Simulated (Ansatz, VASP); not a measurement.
## One calculation of GaP, two programs

```
Ga P
1.0
     0.00000    2.72525    2.72525
     2.72525    0.00000    2.72525
     2.72525    2.72525    0.00000
Ga P
1 1
Direct
  0.00000 0.00000 0.00000
  0.75000 0.75000 0.75000
```

Alike in both runs: task single point; functional r2SCAN; k mesh 8 × 8 × 8; occupations gaussian, width 0.05 eV; no spin polarisation.

```csv
,VASP,Ansatz
version,VASP 6.6.1,Ansatz 0.2.0
potentials or method,"VASP PAW PBE potentials, release 64 (Ga_d, P), cutoff 520 eV","scalar-relativistic, plane waves, PAW"
valence electrons in the cell,18,18
```

```tsv
	VASP	Ansatz	Ansatz less VASP
gap on the k mesh at the Fermi level (eV)	1.90	1.89	-0.008
least direct gap on the mesh (eV)	2.34	2.37	+0.021
pressure (GPa)	0.0	0.0	+0.06
```

VASP's potentials were made for PBE, not for r2SCAN.
